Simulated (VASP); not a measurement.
Here is a VASP 6.6.1 calculation.

The input POSCAR:

```
Ge2TeS
1.0
    2.0582961612      1.1883578428      6.6605872521
   -2.0582961612      1.1883578428      6.6605872521
    0.0000000000     -2.3767156855      6.6605872521
S Te Ge
1 1 2
Direct
    1.0000000000      0.0000000000      0.0000000000
    0.5000000000      0.5000000000      0.5000000000
    0.2586631631      0.2586631631      0.2586631631
    0.7413368369      0.7413368369      0.7413368369
```

The input INCAR.step1:

```
SYSTEM = Ge2TeS
PREC     = Accurate       ! precision mode
ENCUT    = 520            ! plane-wave cutoff, eV
ISMEAR   = 0              ! smearing method
SIGMA    = 0.01           ! smearing width, eV
LREAL    = .False.        ! projectors in reciprocal space
LASPH    = .True.         ! aspherical terms in the spheres
NELM     = 100            ! most SCF steps
NBANDS   = 28             ! bands
GGA      = PE             ! functional
ALGO     = Normal         ! electronic algorithm
EDIFF    = 1E-4           ! SCF threshold, eV
LWAVE    = .True.         ! write WAVECAR
LCHARG   = .False.        ! write CHGCAR
```

Contents of INCAR.step2:

```
SYSTEM = Ge2TeS
PREC     = Accurate       ! precision mode
ENCUT    = 520            ! plane-wave cutoff, eV
EDIFF    = 1E-7           ! SCF threshold, eV
ISMEAR   = 0              ! smearing method
SIGMA    = 0.01           ! smearing width, eV
LREAL    = .False.        ! projectors in reciprocal space
LASPH    = .True.         ! aspherical terms in the spheres
NELM     = 100            ! most SCF steps
ALGO     = Normal         ! electronic algorithm
ISIF     = 2              ! what is computed and relaxed
LWAVE    = .False.        ! write WAVECAR
LCHARG   = .False.        ! write CHGCAR
METAGGA  = R2SCAN         ! meta-GGA
LMIXTAU  = .True.       
NBANDS   = 28             ! bands
ISTART   = 1
```

KPOINTS

```
Automatic mesh
0
Gamma
  6 6 6
  0 0 0
```

Potentials or basis: VASP PAW PBE potentials, release 64 (S, Te, Ge_d).

Run with:

```sh
$ cat potpaw_PBE.64/S/POTCAR potpaw_PBE.64/Te/POTCAR potpaw_PBE.64/Ge_d/POTCAR > POTCAR
$ cp INCAR.step1 INCAR
$ mpirun -np 1 vasp_std > vasp.out
$ cp INCAR.step2 INCAR
$ mpirun -np 1 vasp_std > vasp.out
```

Q: What does it give for the pressure?

A: -3.2 GPa.

Q: Predict the band gap on the k mesh.

A: 0.47 eV.

Q: Predict the largest force.

A: 0.035 eV/Å.

Forces in eV/Å, atoms in the order of the input:
```
S    0.000  0.000  0.000
Te   0.000  0.000  0.000
Ge   0.000  0.000 -0.035
Ge   0.000  0.000  0.035
```

Caveat: the cell stands under tension; the PAW data sets were made with another functional, which shifts forces and pressure a little; spin-orbit coupling is left out, which moves the levels of the heavy elements. A k mesh can miss the band edges.
